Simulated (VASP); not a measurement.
# Pd (I4/mmm) in VASP: further runs

The runs below take Pd through single point, with PBEsol.

Everything below comes from runs of VASP 6.6.1. Logs are shortened: lines on timing, memory, paths and dates and some standing lists are left out, and cuts for length are marked.

## (1) The cell of the first run

The structure is tetragonal, space group I4/mmm (No. 139). The conventional cell has a = 3.119 Å, b = 3.119 Å, c = 3.022 Å, α = 90.00°, β = 90.00°, γ = 90.00°. Within 3.5 Å of Pd (site symmetry 4/mmm) lie 14 Pd at 2.67 to 3.12 Å.

## (2) Single point, PBEsol (uniaxial strain along c: -2.0 %, then relaxed in part)

Input file INCAR:

```
SYSTEM = Pd
PREC     = Accurate       ! precision mode
ENCUT    = 520            ! plane-wave cutoff, eV
EDIFF    = 1E-6           ! SCF threshold, eV
ISMEAR   = 0              ! smearing method
SIGMA    = 0.1            ! smearing width, eV
LREAL    = .False.        ! projectors in reciprocal space
LASPH    = .True.         ! aspherical terms in the spheres
NELM     = 80             ! most SCF steps
ALGO     = Fast           ! electronic algorithm
ISIF     = 2              ! what is computed and relaxed
LWAVE    = .False.        ! write WAVECAR
LCHARG   = .False.        ! write CHGCAR
GGA      = PS             ! functional
NBANDS   = 17             ! bands
```

Input file KPOINTS:

```
Automatic mesh
0
Gamma
  14 14 14
  0 0 0
```

Input file POSCAR:

```
Pd
1.0
    3.1192916518      0.0000000000      0.0000000000
    0.0000000000      3.1192916518      0.0000000000
    0.0000000000      0.0000000000      3.0219463854
Pd
2
Direct
    0.0000000000      0.0000000000      0.0000000000
    0.5000000000      0.5000000000      0.5000000000
```

Potentials or basis: VASP PAW PBE potentials, release 64 (Pd).

On the command line:

```sh
$ cat potpaw_PBE.64/Pd/POTCAR > POTCAR
$ mpirun -np 1 vasp_std > vasp.out
```

OUTCAR:

```text
SYSTEM = Pd
   PREC = Accurate
   ENCUT = 520
   EDIFF = 1E-6
   ISMEAR = 0
   LREAL = .False.
   LASPH = .True.
   NELM = 80
   ISIF = 2
   GGA = PS

 ion  position               nearest neighbor table
   1  0.000  0.000  0.000-   2 2.67   2 2.67   2 2.67   2 2.67   2 2.67   2 2.67   2 2.67   2 2.67

   2  0.500  0.500  0.500-   1 2.67   1 2.67   1 2.67   1 2.67   1 2.67   1 2.67   1 2.67   1 2.67

  LATTYP: Found a simple tetragonal cell.
 ALAT       =     3.1192916518
 C/A-ratio  =     0.9687925089

  Lattice vectors:

 A1 = (   3.1192916518,   0.0000000000,   0.0000000000)
 A2 = (   0.0000000000,   3.1192916518,   0.0000000000)
 A3 = (   0.0000000000,   0.0000000000,   3.0219463854)

Analysis of symmetry for initial positions (statically):
=====================================================================
 Subroutine PRICEL returns following result:

  LATTYP: Found a body centered tetragonal cell.
 ALAT       =     3.1192916518
 C/A-ratio  =     0.9687925089

  Lattice vectors:

 A1 = (  -1.5596458259,  -1.5596458259,  -1.5109731927)
 A2 = (   1.5596458259,   1.5596458259,  -1.5109731927)
 A3 = (   1.5596458259,  -1.5596458259,   1.5109731927)

   2 primitive cells build up your supercell.

 Routine SETGRP: Setting up the symmetry group for a
 simple tetragonal supercell.

 Subroutine GETGRP returns: Found 16 space group operations
 (whereof 16 operations were pure point group operations)
 out of a pool of 16 trial point group operations.

The static configuration has the point symmetry D_4h.

Analysis of symmetry for dynamics (positions and initial velocities):
=====================================================================
 Subroutine PRICEL returns following result:

  LATTYP: Found a body centered tetragonal cell.
 ALAT       =     3.1192916518
 C/A-ratio  =     0.9687925089

  Lattice vectors:

 A1 = (  -1.5596458259,  -1.5596458259,  -1.5109731927)
 A2 = (   1.5596458259,   1.5596458259,  -1.5109731927)
 A3 = (   1.5596458259,  -1.5596458259,   1.5109731927)

   2 primitive cells build up your supercell.

 Routine SETGRP: Setting up the symmetry group for a
 simple tetragonal supercell.

 Subroutine GETGRP returns: Found 16 space group operations
 (whereof 16 operations were pure point group operations)
 out of a pool of 16 trial point group operations.

The dynamic configuration has the point symmetry D_4h.

 Subroutine INISYM returns: Found 16 space group operations
 (whereof 16 operations are pure point group operations),
 and found     2 'primitive' translations

----------------------------------------------------------------------------------------

                                     Primitive cell

  volume of cell :      14.7017

  direct lattice vectors                    reciprocal lattice vectors
    -1.559645826 -1.559645826 -1.510973193     0.000000000 -0.320585605 -0.330912555
     1.559645826  1.559645826 -1.510973193     0.320585605  0.000000000 -0.330912555
     1.559645826 -1.559645826  1.510973193     0.320585605 -0.320585605  0.000000000

  length of vectors
     2.673580033  2.673580033  2.673580033     0.460736637  0.460736637  0.453376510

  position of ions in fractional coordinates (direct lattice)
     0.000000000  0.000000000  0.000000000

  ion indices of the primitive-cell ions
   primitive index   ion index
                 1           1

----------------------------------------------------------------------------------------

 KPOINTS: Automatic mesh

Automatic generation of k-mesh.
 Grid dimensions read from file:
 generate k-points for:   14   14   14

 Generating k-lattice:

  Cartesian coordinates                     Fractional coordinates (reciprocal lattice)
     0.022898972  0.000000000  0.000000000     0.071428571  0.000000000  0.000000000
     0.000000000  0.022898972  0.000000000     0.000000000  0.071428571  0.000000000
     0.000000000  0.000000000  0.023636611     0.000000000  0.000000000  0.071428571

  Length of vectors
     0.022898972  0.022898972  0.023636611

  Shift w.r.t. Gamma in fractional coordinates (k-lattice)
     0.000000000  0.000000000  0.000000000

 Subroutine IBZKPT returns following result:
 ===========================================

 Found    288 irreducible k-points:

 Following reciprocal coordinates:
            Coordinates               Weight
  0.000000  0.000000  0.000000      1.000000
  0.071429  0.000000  0.000000      4.000000
  0.142857  0.000000  0.000000      4.000000
  0.214286  0.000000  0.000000      4.000000
  0.285714  0.000000  0.000000      4.000000
  0.357143  0.000000  0.000000      4.000000
[... 16 lines left out ...]
  0.285714  0.214286  0.000000      8.000000
  0.357143  0.214286  0.000000      8.000000
 [... further k-points ...]
   k-points           NKPTS =    288   k-points in BZ     NKDIM =    288   number of bands    NBANDS=     17
   number of dos      NEDOS =    301   number of ions     NIONS =      2
   total plane-waves  NPLWV =  13824
   dimension x,y,z NGX =    24 NGY =   24 NGZ =   24
   dimension x,y,z NGXF=    48 NGYF=   48 NGZF=   48
   ions per type =               2
   NGX,Y,Z   is equivalent  to a cutoff of  12.79, 12.79, 13.20 a.u.
   NGXF,Y,Z  is equivalent  to a cutoff of  25.58, 25.58, 26.41 a.u.
 SYSTEM =  Pd
   PREC   = accura    normal or accurate (medium, high low for compatibility)
   ISTART =      0    job   : 0-new  1-cont  2-samecut
   ICHARG =      2    charge: 1-file 2-atom 10-const
   ISPIN  =      1    spin polarized calculation?
   LNONCOLLINEAR =      F non collinear calculations
   LSORBIT =      F    spin-orbit coupling
   LASPH  =      T    aspherical Exc in radial PAW
   ENCUT  =  520.0 eV  38.22 Ry    6.18 a.u.   5.80  5.80  5.62*2*pi/ulx,y,z
   NELM   =     80;   NELMIN=  2; NELMDL= -5     # of ELM steps
   EDIFF  = 0.1E-05   stopping-criterion for ELM
   LREAL  =      F    real-space projection
   EDIFFG = 0.1E-04   stopping-criterion for IOM
   NSW    =      0    number of steps for IOM
   IBRION =     -1    ionic relax: 0-MD 1-quasi-New 2-CG
   NFREE  =      0    steps in history (QN), initial steepest desc. (CG)
   ISIF   =      2    stress and relaxation
   ISYM   =      2    0-nonsym 1-usesym 2-fastsym
   POTIM  = 0.5000    time-step for ionic-motion
   TEBEG  =    0.0;   TEEND  =   0.0 temperature during run
   PSTRESS=    0.0 pullay stress
   NELECT =      20.0000    total number of electrons
   NUPDOWN=      -1.0000    fix difference up-down
   EMIN   =  10.00;   EMAX   =-10.00  energy-range for DOS
   EFERMI =   0.00;   METHOD = LEGACY
   ISMEAR =     0;   SIGMA  =   0.10  broadening in eV -4-tet -1-fermi 0-gaus
   EFERMI_NEDOS =   21; number of points for ismear=-14 and -15
   IALGO  =     68    algorithm
   IMIX   =      4    mixing-type and parameters
     AMIX     =   0.40;   BMIX     =  1.00
     AMIX_MAG =   1.60;   BMIX_MAG =  1.00
  volume/ion in A,a.u.               =      14.70        99.21
  Fermi-wavevector in a.u.,A,eV,Ry     =   1.439744  2.720722 28.203008  2.072863
  Thomas-Fermi vector in A             =   2.558565
   LORBIT       =      0    0 simple, 1 ext, 2 COOP (PROOUT), +10 PAW based schemes
   GGA     = PS    functional components
   LHFCALC =     F    Hartree Fock is set to
   AEXX    =    0.0000 exact exchange contribution
   IVDW    =     0    specifies the selected vdW correction
   LEPSILON=     F    determine dielectric tensor
   LRPA    =     F    only Hartree local field effects (RPA)
 non-spin polarized calculation
 RMM-DIIS sequential band-by-band and
 Gauss-broadening in eV      SIGMA  =   0.10
  energy-cutoff  :      520.00
  volume of cell :       29.40
 maximum number of plane-waves:       816
 NGX is ok and might be reduce to    24
   NGX = 11   NGY = 11   NGZ = 11

 number of electron      20.0000005 magnetization

 Free energy of the ion-electron system (eV)
  ---------------------------------------------------
  ext. energy  EPLUGINS =         0.00000000
  ---------------------------------------------------
  free energy    TOTEN  =       -11.81814288 eV

  energy without entropy =      -11.80384551  energy(sigma->0) =      -11.81099419

 E-fermi :   9.6602     XC(G=0): -13.3954

 val. band max:        9.6576991899   @ k =   0.5000   0.0714   0.5000
 cond. band min:       9.6622560399   @ k =   0.4286   0.0000   0.2143
 fundamental gap:      0.0045568500
 Fermi energy:         9.6602210847

 k-point     1 :       0.0000    0.0000    0.0000
  band No.  band energies     occupation
      1       2.4179      2.00000
      2       4.3560      2.00000
      3       4.3804      2.00000
      4       6.5318      2.00000
      5       6.7645      2.00000
      6       6.7645      2.00000
[... 9 lines left out ...]
     16      27.0749      0.00000
     17      28.7881      0.00000

 k-point     2 :       0.0714    0.0000    0.0000
  band No.  band energies     occupation
      1       2.5148      2.00000
      2       4.4120      2.00000
      3       4.4304      2.00000
      4       6.5372      2.00000
      5       6.7687      2.00000
      6       6.7982      2.00000
[... 9 lines left out ...]
     16      27.6188      0.00000
     17      28.1084      0.00000

 k-point     3 :       0.1429    0.0000    0.0000
  band No.  band energies     occupation
      1       2.7995      2.00000
      2       4.5511      2.00000
      3       4.5990      2.00000
      4       6.5570      2.00000
      5       6.7848      2.00000
      6       6.8984      2.00000
[... 9 lines left out ...]
     16      27.8410      0.00000
     17      28.4380      0.00000

 k-point     4 :       0.2143    0.0000    0.0000
  band No.  band energies     occupation
      1       3.2528      2.00000
      2       4.7680      2.00000
      3       4.8605      2.00000
      4       6.6005      2.00000
      5       6.8223      2.00000
      6       7.0617      2.00000
[... 9 lines left out ...]
     16      27.7116      0.00000
     17      28.1178      0.00000
[... 343 lines left out ...]
      1       3.8714      2.00000
      2       4.9896      2.00000
      3       5.4009      2.00000
      4       6.2961      2.00000
      5       6.6871      2.00000
      6       7.8221      2.00000
[... 9 lines left out ...]
     16      27.2053      0.00000
     17      28.0794      0.00000

 k-point    23 :       0.2857    0.2143    0.0000
  band No.  band energies     occupation
      1       4.2253      2.00000
      2       5.0842      2.00000
      3       5.7681      2.00000
      4       6.2041      2.00000
      5       6.8699      2.00000
      6       7.3688      2.00000
[... 9 lines left out ...]
     16      26.9144      0.00000
     17      27.5568      0.00000

 k-point    24 :       0.3571    0.2143    0.0000
  band No.  band energies     occupation
      1       4.5420      2.00000
      2       5.1304      2.00000
      3       6.1527      2.00000
      4       6.1869      2.00000
      5       6.9709      2.00000
      6       7.0752      2.00000
[... 9 lines left out ...]
     16      26.6549      0.00000
     17      27.0635      0.00000

 [... further k-points ...]

------------------------ aborting loop because EDIFF is reached ----------------------------------------

  FORCE on cell =-STRESS in cart. coord.  units (eV):
  Direction    XX          YY          ZZ          XY          YZ          ZX
  --------------------------------------------------------------------------------------
  -------------------------------------------------------------------------------------
  Total       -0.0691841     -0.0691841     -0.3205529      0.0000000      0.0000000      0.0000000
  in kB       -3.7698001     -3.7698001    -17.4667279      0.0000000      0.0000000      0.0000000
  external PRESSURE =      -8.3354427 kB  Pullay stress =       0.0000000 kB

 VOLUME and BASIS-vectors are now :
 -----------------------------------------------------------------------------
  energy-cutoff  :      520.00
  volume of cell :       29.40
      direct lattice vectors                 reciprocal lattice vectors
     3.119291652  0.000000000  0.000000000     0.320585605  0.000000000  0.000000000
     0.000000000  3.119291652  0.000000000     0.000000000  0.320585605  0.000000000
     0.000000000  0.000000000  3.021946385     0.000000000  0.000000000  0.330912555

 POSITION                                       TOTAL-FORCE (eV/Angst)
 -----------------------------------------------------------------------------------
      0.00000      0.00000      0.00000         0.000000     -0.000000     -0.000000
      1.55965      1.55965      1.51097        -0.000000      0.000000      0.000000
 -----------------------------------------------------------------------------------
    total drift:                                0.000000      0.000000     -0.000000

  FREE ENERGIE OF THE ION-ELECTRON SYSTEM (eV)
  ---------------------------------------------------
  free  energy   TOTEN  =       -11.8181428782 eV

  energy  without entropy=      -11.8038455110  energy(sigma->0) =      -11.81099419
```

It took 1.9 min on 1 thread of Intel Xeon 8259CL, shared host; peak memory 0.23 GiB.

Results:

```
Free energy            : -11.8181 eV
Pressure               : -0.8 GPa
Band gap on the k mesh : zero (bands 10 and 11 overlap by 1.09 eV)
```

Stress tensor (GPa, compression positive):
```
-0.38  0.00  0.00
 0.00 -0.38  0.00
 0.00  0.00 -1.75
```

Caveat: the cell differs from its parent crystal (uniaxial strain along c: -2.0 %, then relaxed in part); the PAW data sets were made with another functional, which shifts forces and pressure a little.

(Continued in part 2 of 2.)
